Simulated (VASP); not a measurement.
The system is KTaP2.

```
CELL_PARAMETERS angstrom
3.60599 0.00000 0.00000
-1.80299 3.12288 0.00000
0.00000 0.00000 7.89620
ATOMIC_POSITIONS crystal
K 0.00000 0.00000 0.00000
Ta 0.00000 0.00000 0.50000
P 0.33333 0.66667 0.68671
P 0.66667 0.33333 0.31329
```

* Program: VASP 6.6.1
* Task: relaxation of cell and atoms
* Functional: PBE
* Potentials or basis: VASP PAW PBE potentials, release 64 (K_sv, Ta_pv, P)
* Cutoff: 600 eV
* k mesh: 12 × 12 × 6
* Occupations: gaussian, width 0.1 eV
* Spin: no spin polarisation

At the start: pressure -0.1 GPa; volume 22.23 Å³/atom.

Question: Where does the relaxation end?

Answer: Over 8 steps the energy falls by 2.6 meV/atom and the volume is 21.97 Å³/atom (-1.1 %); space group P-3m1 (No. 164, to 0.05 Å).

The path:
```
step  energy change (eV)  largest force (eV/Å)  pressure (GPa)  volume (Å³)
   1              0.0000                0.1429           -0.06        88.92
   2             -0.0070                0.0523           -0.33        88.81
   3             -0.0091                0.0364           -0.60        88.70
   4             -0.0092                0.0912            0.56        87.38
   5             -0.0104                0.0276           -0.01        88.02
   6             -0.0104                0.0265           -0.02        88.04
   7             -0.0105                0.0153           -0.02        87.98
   8             -0.0105                0.0016           -0.01        87.90
```

Final structure:
```yaml
crystal:
  lattice:
    - [3.56366, 0.00000, 0.00000]
    - [-1.78183, 3.08622, 0.00000]
    - [0.00000, 0.00000, 7.99216]
  atoms:
    - { symbol: K, position: [0.00000, 0.00000, 0.00000] }
    - { symbol: Ta, position: [0.00000, 0.00000, 0.50000] }
    - { symbol: P, position: [0.33333, 0.66667, 0.68894] }
    - { symbol: P, position: [0.66667, 0.33333, 0.31106] }
```
